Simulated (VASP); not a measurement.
# BAs: relaxation of cell and atoms with PBE

The system is BAs.

```
CELL_PARAMETERS angstrom
3.14541 0.00000 0.00000
0.00000 3.14541 0.00000
0.00000 0.00000 2.70382
ATOMIC_POSITIONS crystal
B 0.50000 0.50000 0.50000
As 0.00000 0.00000 0.50000
```

The cell was built from a structure type or drawn by symmetry, and may not be a known phase.

```json
{
  "Program": "VASP 6.6.1",
  "Task": "relaxation of cell and atoms",
  "Functional": "PBE",
  "Potentials or basis": "VASP PAW PBE potentials, release 64 (B, As)",
  "Cutoff": "600 eV",
  "k mesh": "18 × 18 × 20",
  "Occupations": "gaussian, width 0.1 eV",
  "Spin": "no spin polarisation",
  "Dipole correction": "no",
  "Further INCAR settings": "ALGO = Normal; EDIFF = 1e-07; IBRION = 2; EDIFFG = -0.01; NSW = 100; ISIF = 3"
}
```

The relaxed volume is 13.07 Å³/atom, the relaxed cell is a = 3.152 Å, b = 3.152 Å, c = 2.633 Å, α = 90.00°, β = 90.00°, γ = 90.00° and the space group after relaxing (to 0.1 Å) is P4/mmm (No. 123). The energy gained by relaxing is 4.3 meV/atom and the ionic steps are 6. The pressure after relaxing is -0.1 GPa and the band gap on the k mesh is zero (bands 4 and 5 overlap by 5.86 eV).

Step by step:
| step | energy change (eV) | largest force (eV/Å) | pressure (GPa) | volume (Å³) |
| --- | --- | --- | --- | --- |
| 1 | 0.0000 | 0.0000 | -1.73 | 26.75 |
| 2 | -0.0059 | 0.0000 | 0.27 | 26.19 |
| 3 | -0.0062 | 0.0000 | 0.84 | 26.05 |
| 4 | -0.0086 | 0.0000 | 0.27 | 26.07 |
| 5 | -0.0086 | 0.0000 | 0.25 | 26.07 |
| 6 | -0.0086 | 0.0000 | -0.09 | 26.15 |

Final structure:
```xyz
2
Lattice="3.1516 0.0000 0.0000 0.0000 3.1516 0.0000 0.0000 0.0000 2.6326" Properties=species:S:1:pos:R:3 pbc="T T T"
B     1.5758    1.5758    1.3163
As    0.0000    0.0000    1.3163
```

Levels at points of the mesh, in eV from the Fermi level:
```tsv
k point	band 2	band 3	band 4	band 5	band 6	band 7
(0.00, 0.00, 0.00)	-2.87	-2.87	-1.31	2.99	4.60	9.27
(0.50, 0.00, 0.00)	-10.22	0.90	0.93	2.70	4.58	5.55
(0.50, 0.50, 0.00)	-7.46	-7.46	-6.33	6.26	7.74	11.81
(0.00, 0.00, 0.50)	-7.68	-0.91	-0.91	2.16	2.95	7.79
(0.50, 0.00, 0.50)	-7.30	-5.22	-2.91	2.40	3.38	5.79
(0.50, 0.50, 0.50)	-5.14	-5.14	-3.85	-3.15	-1.18	3.69
```

It took 2.8 min on 1 thread of Intel(R) Xeon(R) 6975P-C (Granite Rapids) (shared host), peak memory 0.31 GiB.
